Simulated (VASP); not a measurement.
# MgO (Periclase) (Fm-3m) in VASP: single point with PBEsol

Aim: the single point of MgO (Periclase) with PBEsol.

Program: VASP 6.6.1. These are calculated values, not measurements. Logs are shortened: lines on timing, memory, paths and dates and some standing lists are left out, and cuts for length are marked.

### 1 The cell of the first run

Symmetry: Fm-3m, No. 225, cubic system. Conventional cell: a = 4.214 Å, b = 4.214 Å, c = 4.214 Å, α = 90.00°, β = 90.00°, γ = 90.00°. Within 2.8 Å of Mg (site symmetry m-3m) lie 6 O at 2.11 Å. Within 2.8 Å of O (site symmetry m-3m) lie 6 Mg at 2.11 Å.

### 2 Single point, PBEsol

INCAR reads:

```
SYSTEM = MgO
ALGO     = Normal         ! electronic algorithm
EDIFF    = 1E-6           ! SCF threshold, eV
ENCUT    = 600            ! plane-wave cutoff, eV
GGA      = PS             ! functional
GGA_COMPAT= .FALSE.      
ISIF     = 2              ! what is computed and relaxed
ISMEAR   = 0              ! smearing method
LASPH    = .TRUE.         ! aspherical terms in the spheres
LCHARG   = .FALSE.        ! write CHGCAR
LREAL    = .FALSE.        ! projectors in reciprocal space
LWAVE    = .FALSE.        ! write WAVECAR
NBANDS   = 11             ! bands
NELM     = 120            ! most SCF steps
PREC     = Accurate       ! precision mode
SIGMA    = 0.02           ! smearing width, eV
```

KPOINTS reads:

```
k-points
0
G
  10 10 10
  0 0 0
```

POSCAR reads:

```
MgO
1.0
    0.0000000000      2.1070910970      2.1070910970
    2.1070910970      0.0000000000      2.1070910970
    2.1070910970      2.1070910970      0.0000000000
Mg O
1 1
Direct
    0.0000000000      0.0000000000      0.0000000000
    0.5000000000      0.5000000000      0.5000000000
```

Potentials or basis: VASP PAW PBE potentials, release 64 (Mg, O).

Run with:

```bash
cat potpaw_PBE.64/Mg/POTCAR potpaw_PBE.64/O/POTCAR > POTCAR
mpirun -np 1 vasp_std > vasp.out
```

OUTCAR:

```text
SYSTEM = MgO
   EDIFF = 1E-6
   ENCUT = 600
   GGA = PS
   ISIF = 2
   ISMEAR = 0
   LASPH = .TRUE.
   LREAL = .FALSE.
   NELM = 120
   PREC = Accurate

 ion  position               nearest neighbor table
   1  0.000  0.000  0.000-   2 2.11   2 2.11   2 2.11   2 2.11   2 2.11   2 2.11
   2  0.500  0.500  0.500-   1 2.11   1 2.11   1 2.11   1 2.11   1 2.11   1 2.11

  LATTYP: Found a face centered cubic cell.
 ALAT       =     4.2141821940

  Lattice vectors:

 A1 = (   0.0000000000,   2.1070910970,   2.1070910970)
 A2 = (   2.1070910970,   0.0000000000,   2.1070910970)
 A3 = (   2.1070910970,   2.1070910970,   0.0000000000)

Analysis of symmetry for initial positions (statically):
=====================================================================
 Subroutine PRICEL returns:
 Original cell was already a primitive cell.

 Routine SETGRP: Setting up the symmetry group for a
 face centered cubic supercell.

 Subroutine GETGRP returns: Found 48 space group operations
 (whereof 48 operations were pure point group operations)
 out of a pool of 48 trial point group operations.

The static configuration has the point symmetry O_h .

Analysis of symmetry for dynamics (positions and initial velocities):
=====================================================================
 Subroutine PRICEL returns:
 Original cell was already a primitive cell.

 Routine SETGRP: Setting up the symmetry group for a
 face centered cubic supercell.

 Subroutine GETGRP returns: Found 48 space group operations
 (whereof 48 operations were pure point group operations)
 out of a pool of 48 trial point group operations.

The dynamic configuration has the point symmetry O_h .

 Subroutine INISYM returns: Found 48 space group operations
 (whereof 48 operations are pure point group operations),
 and found     1 'primitive' translations

----------------------------------------------------------------------------------------

                                     Primitive cell

  volume of cell :      18.7103

  direct lattice vectors                    reciprocal lattice vectors
     0.000000000  2.107091097  2.107091097    -0.237293965  0.237293965  0.237293965
     2.107091097  0.000000000  2.107091097     0.237293965 -0.237293965  0.237293965
     2.107091097  2.107091097  0.000000000     0.237293965  0.237293965 -0.237293965

  length of vectors
     2.979876807  2.979876807  2.979876807     0.411005203  0.411005203  0.411005203

  position of ions in fractional coordinates (direct lattice)
     0.000000000  0.000000000  0.000000000
     0.500000000  0.500000000  0.500000000

  ion indices of the primitive-cell ions
   primitive index   ion index
                 1           1
                 2           2

----------------------------------------------------------------------------------------

 KPOINTS: k-points

Automatic generation of k-mesh.
 Grid dimensions read from file:
 generate k-points for:   10   10   10

 Generating k-lattice:

  Cartesian coordinates                     Fractional coordinates (reciprocal lattice)
    -0.023729396  0.023729396  0.023729396     0.100000000  0.000000000  0.000000000
     0.023729396 -0.023729396  0.023729396     0.000000000  0.100000000  0.000000000
     0.023729396  0.023729396 -0.023729396     0.000000000  0.000000000  0.100000000

  Length of vectors
     0.041100520  0.041100520  0.041100520

  Shift w.r.t. Gamma in fractional coordinates (k-lattice)
     0.000000000  0.000000000  0.000000000

 Subroutine IBZKPT returns following result:
 ===========================================

 Found     47 irreducible k-points:

 Following reciprocal coordinates:
            Coordinates               Weight
  0.000000  0.000000  0.000000      1.000000
  0.100000  0.000000  0.000000      8.000000
  0.200000  0.000000  0.000000      8.000000
  0.300000  0.000000  0.000000      8.000000
  0.400000  0.000000  0.000000      8.000000
  0.500000  0.000000  0.000000      4.000000
[... 16 lines left out ...]
  0.300000  0.300000  0.000000      6.000000
  0.400000  0.300000  0.000000     24.000000
 [... further k-points ...]
   k-points           NKPTS =     47   k-points in BZ     NKDIM =     47   number of bands    NBANDS=     11
   number of dos      NEDOS =    301   number of ions     NIONS =      2
   total plane-waves  NPLWV =  13824
   dimension x,y,z NGX =    24 NGY =   24 NGZ =   24
   dimension x,y,z NGXF=    48 NGYF=   48 NGZF=   48
   ions per type =               1   1
   NGX,Y,Z   is equivalent  to a cutoff of  13.39, 13.39, 13.39 a.u.
   NGXF,Y,Z  is equivalent  to a cutoff of  26.78, 26.78, 26.78 a.u.
 SYSTEM =  MgO
   PREC   = accura    normal or accurate (medium, high low for compatibility)
   ISTART =      0    job   : 0-new  1-cont  2-samecut
   ICHARG =      2    charge: 1-file 2-atom 10-const
   ISPIN  =      1    spin polarized calculation?
   LNONCOLLINEAR =      F non collinear calculations
   LSORBIT =      F    spin-orbit coupling
   LASPH  =      T    aspherical Exc in radial PAW
   ENCUT  =  600.0 eV  44.10 Ry    6.64 a.u.   5.95  5.95  5.95*2*pi/ulx,y,z
   NELM   =    120;   NELMIN=  2; NELMDL= -5     # of ELM steps
   EDIFF  = 0.1E-05   stopping-criterion for ELM
   LREAL  =      F    real-space projection
   EDIFFG = 0.1E-04   stopping-criterion for IOM
   NSW    =      0    number of steps for IOM
   IBRION =     -1    ionic relax: 0-MD 1-quasi-New 2-CG
   NFREE  =      0    steps in history (QN), initial steepest desc. (CG)
   ISIF   =      2    stress and relaxation
   ISYM   =      2    0-nonsym 1-usesym 2-fastsym
   POTIM  = 0.5000    time-step for ionic-motion
   TEBEG  =    0.0;   TEEND  =   0.0 temperature during run
   PSTRESS=    0.0 pullay stress
   NELECT =       8.0000    total number of electrons
   NUPDOWN=      -1.0000    fix difference up-down
   EMIN   =  10.00;   EMAX   =-10.00  energy-range for DOS
   EFERMI =   0.00;   METHOD = LEGACY
   ISMEAR =     0;   SIGMA  =   0.02  broadening in eV -4-tet -1-fermi 0-gaus
   EFERMI_NEDOS =   21; number of points for ismear=-14 and -15
   IALGO  =     38    algorithm
   IMIX   =      4    mixing-type and parameters
     AMIX     =   0.40;   BMIX     =  1.00
     AMIX_MAG =   1.60;   BMIX_MAG =  1.00
  volume/ion in A,a.u.               =       9.36        63.13
  Fermi-wavevector in a.u.,A,eV,Ry     =   1.233327  2.330650 20.695755  1.521095
  Thomas-Fermi vector in A             =   2.368062
   LORBIT       =      0    0 simple, 1 ext, 2 COOP (PROOUT), +10 PAW based schemes
   GGA     = PS    functional components
   LHFCALC =     F    Hartree Fock is set to
   AEXX    =    0.0000 exact exchange contribution
   IVDW    =     0    specifies the selected vdW correction
   LEPSILON=     F    determine dielectric tensor
   LRPA    =     F    only Hartree local field effects (RPA)
 non-spin polarized calculation
 Gauss-broadening in eV      SIGMA  =   0.02
  energy-cutoff  :      600.00
  volume of cell :       18.71
 maximum number of plane-waves:       636
   NGX = 11   NGY = 11   NGZ = 11

 number of electron       8.0000005 magnetization

 Free energy of the ion-electron system (eV)
  ---------------------------------------------------
  ext. energy  EPLUGINS =         0.00000000
  ---------------------------------------------------
  free energy    TOTEN  =       -12.51544553 eV

  energy without entropy =      -12.51544553  energy(sigma->0) =      -12.51544553

 E-fermi :   3.1471     XC(G=0): -11.3027

 val. band max:        3.0541814976   @ k =   0.0000   0.0000   0.0000
 cond. band min:       7.6751970546   @ k =   0.0000   0.0000   0.0000
 fundamental gap:      4.6210155570
 Fermi energy:         3.1471309820

 k-point     1 :       0.0000    0.0000    0.0000
  band No.  band energies     occupation
      1     -14.1430      2.00000
      2       3.0542      2.00000
      3       3.0542      2.00000
      4       3.0542      2.00000
      5       7.6752      0.00000
      6      18.6800      0.00000
      7      18.6800      0.00000
      8      18.6800      0.00000
      9      22.5181      0.00000
     10      24.4003      0.00000
     11      24.4003      0.00000

 k-point     2 :       0.1000    0.0000    0.0000
  band No.  band energies     occupation
      1     -14.0357      2.00000
      2       2.3909      2.00000
      3       2.9856      2.00000
      4       2.9856      2.00000
      5       8.3096      0.00000
      6      17.4187      0.00000
      7      18.9209      0.00000
      8      18.9209      0.00000
      9      23.6736      0.00000
     10      23.6736      0.00000
     11      24.1953      0.00000

 k-point     3 :       0.2000    0.0000    0.0000
  band No.  band energies     occupation
      1     -13.7402      2.00000
      2       1.0544      2.00000
      3       2.8121      2.00000
      4       2.8121      2.00000
      5       9.5026      0.00000
      6      15.9114      0.00000
      7      19.4100      0.00000
      8      19.4100      0.00000
      9      22.9779      0.00000
     10      22.9779      0.00000
     11      25.1525      0.00000

 k-point     4 :       0.3000    0.0000    0.0000
  band No.  band energies     occupation
      1     -13.3402      2.00000
      2      -0.2806      2.00000
      3       2.6086      2.00000
      4       2.6086      2.00000
      5      10.4173      0.00000
      6      15.2482      0.00000
      7      19.5372      0.00000
      8      19.5372      0.00000
      9      23.4097      0.00000
     10      23.4097      0.00000
     11      24.5555      0.00000

 k-point     5 :       0.4000    0.0000    0.0000
  band No.  band energies     occupation
      1     -12.9810      2.00000
      2      -1.2572      2.00000
      3       2.4513      2.00000
      4       2.4513      2.00000
      5      10.7496      0.00000
      6      15.3637      0.00000
      7      19.3289      0.00000
      8      19.3289      0.00000
      9      23.9997      0.00000
     10      24.6490      0.00000
     11      24.6490      0.00000
[... 211 lines left out ...]
 k-point    21 :      -0.3000    0.2000    0.0000
  band No.  band energies     occupation
      1     -12.9010      2.00000
      2      -0.6614      2.00000
      3       1.2194      2.00000
      4       2.3932      2.00000
      5      12.1911      0.00000
      6      14.8296      0.00000
      7      17.1210      0.00000
      8      20.2447      0.00000
      9      23.1526      0.00000
     10      23.9656      0.00000
     11      27.9711      0.00000

 k-point    22 :      -0.2000    0.2000    0.0000
  band No.  band energies     occupation
      1     -13.2214      2.00000
      2      -0.0809      2.00000
      3       1.6963      2.00000
      4       2.6049      2.00000
      5      11.3885      0.00000
      6      14.7846      0.00000
      7      18.0329      0.00000
      8      20.7074      0.00000
      9      21.3557      0.00000
     10      24.2474      0.00000
     11      27.7238      0.00000

 k-point    23 :       0.3000    0.3000    0.0000
  band No.  band energies     occupation
      1     -13.1340      2.00000
      2      -0.1380      2.00000
      3       2.1053      2.00000
      4       2.1053      2.00000
      5      11.8062      0.00000
      6      13.2894      0.00000
      7      17.3465      0.00000
      8      20.8338      0.00000
      9      20.8338      0.00000
     10      27.0622      0.00000
     11      30.3131      0.00000

 k-point    24 :       0.4000    0.3000    0.0000
  band No.  band energies     occupation
      1     -12.8810      2.00000
      2      -0.5678      2.00000
      3       1.7333      2.00000
      4       1.9566      2.00000
      5      12.5075      0.00000
      6      13.0560      0.00000
      7      16.5187      0.00000
      8      21.0795      0.00000
      9      21.2837      0.00000
     10      27.7993      0.00000
     11      29.9158      0.00000

 [... further k-points ...]
[... 5 lines left out ...]
  --------------------------------------------------------------------------------------
  -------------------------------------------------------------------------------------
  Total       -0.0853777     -0.0853777     -0.0853777     -0.0000000      0.0000000      0.0000000
  in kB       -7.3109727     -7.3109727     -7.3109727     -0.0000000      0.0000000      0.0000000
  external PRESSURE =      -7.3109727 kB  Pullay stress =       0.0000000 kB

 VOLUME and BASIS-vectors are now :
 -----------------------------------------------------------------------------
  energy-cutoff  :      600.00
  volume of cell :       18.71
      direct lattice vectors                 reciprocal lattice vectors
     0.000000000  2.107091097  2.107091097    -0.237293965  0.237293965  0.237293965
     2.107091097  0.000000000  2.107091097     0.237293965 -0.237293965  0.237293965
     2.107091097  2.107091097  0.000000000     0.237293965  0.237293965 -0.237293965

 POSITION                                       TOTAL-FORCE (eV/Angst)
 -----------------------------------------------------------------------------------
      0.00000      0.00000      0.00000         0.000000      0.000000      0.000000
      2.10709      2.10709      2.10709        -0.000000     -0.000000     -0.000000
 -----------------------------------------------------------------------------------
    total drift:                               -0.000000     -0.000000      0.000000

  FREE ENERGIE OF THE ION-ELECTRON SYSTEM (eV)
  ---------------------------------------------------
  free  energy   TOTEN  =       -12.5154455338 eV

  energy  without entropy=      -12.5154455338  energy(sigma->0) =      -12.51544553
```

Wall time 7.3 s (1 thread of Intel Xeon Platinum 8488C (Sapphire Rapids), shared host); peak memory 0.14 GiB.

What came out:

| Item | Value |
| --- | --- |
| Free energy | -12.5154 eV |
| Pressure | -0.7 GPa |
| Band gap on the k mesh | 4.62 eV, direct |

Caveat: the PAW data sets were made with another functional, which shifts forces and pressure a little. A hybrid or GW would open this gap; PBEsol tends to underestimate it.
